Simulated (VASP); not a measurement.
Write the native input for VASP 6.6.1 that does the following.

| Property | Result |
| --- | --- |
| Task | single point |
| Functional | PBEsol |
| Potentials or basis | VASP PAW PBE potentials, release 64 (Ti_sv, Se) |
| Cutoff | 520 eV |
| k mesh | 6 × 6 × 4 |
| Occupations | fermi-dirac, width 0.05 eV |
| Spin | no spin polarisation |
| Dipole correction | no |
| Further INCAR settings | ALGO = Normal; EDIFF = 1e-06; NBANDS = 26 |

The structure of TiSe lies in POSCAR:

```
TiSe
1.0
    4.0738258289      0.0000000000      0.0000000000
    0.0000000000      4.0738258289      0.0000000000
    0.0000000000      0.0000000000      5.8347089510
Ti Se
2 2
Direct
    0.5000000000      0.5000000000      0.0000000000
    0.0000000000      0.0000000000      0.0000000000
    0.5000000000      0.0000000000      0.2506034517
    0.0000000000      0.5000000000      0.7493965483
```

The input as run:

INCAR

```
SYSTEM = TiSe
  PREC = Accurate
  ENCUT = 520
  EDIFF = 1E-6
  ISMEAR = -1
  SIGMA = 0.05
  LREAL = .False.
  LASPH = .True.
  NELM = 100
  ALGO = Normal
  ISIF = 2
  LWAVE = .False.
  LCHARG = .True.
  GGA = PS
  LELF = .True.
  LVHAR = .True.
  NBANDS = 26
```

KPOINTS

```
regular mesh
0
Gamma
  6 6 4
  0 0 0
```

Potentials or basis: VASP PAW PBE potentials, release 64 (Ti_sv, Se).

Launch:

```sh
$ cat potpaw_PBE.64/Ti_sv/POTCAR potpaw_PBE.64/Se/POTCAR > POTCAR
$ mpirun -np 1 vasp_std > vasp.out
```

Results of the run:

| Quantity | Value |
| --- | --- |
| Pressure | 0.1 GPa |
| Largest force | 0.031 eV/Å |
| Band gap on the k mesh | zero (bands 18 and 19 overlap by 1.43 eV) |

Caveat: the PAW data sets were made with another functional, which shifts forces and pressure a little; this functional lacks dispersion, which binds layers or chains, so the pressure and a relaxed spacing across them are unreliable.

Wall time 46 s on 1 thread of Intel(R) Xeon(R) Platinum 8559C (Emerald Rapids), on a shared host, peak memory 0.22 GiB.
